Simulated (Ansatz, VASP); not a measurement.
**BeS: VASP beside Ansatz**

```
CELL_PARAMETERS angstrom
0.00000 2.51210 2.51210
2.51210 0.00000 2.51210
2.51210 2.51210 0.00000
ATOMIC_POSITIONS crystal
Be 0.00000 0.00000 0.00000
S 0.75000 0.75000 0.75000
```

Alike in both runs: task single point; functional PBEsol; k mesh 10 × 10 × 10; occupations gaussian, width 0.05 eV; no spin polarisation.

|  | VASP | Ansatz |
| --- | --- | --- |
| version | VASP 6.6.1 | Ansatz 0.2.0 |
| potentials or method | VASP PAW PBE potentials, release 64 (Be, S), cutoff 520 eV | scalar-relativistic, plane waves, PAW |
| valence electrons in the cell | 8 | 8 |

Ansatz gave:

```
gap on the k mesh at the Fermi level (eV) : 3.14
least direct gap on the mesh (eV)         : 4.86
pressure (GPa)                            : -8.9
```

Which values does VASP return?

gap on the k mesh at the Fermi level (eV): 3.14; least direct gap on the mesh (eV): 4.86; pressure (GPa): -8.8.

VASP's potentials were made for PBE, not for PBEsol.
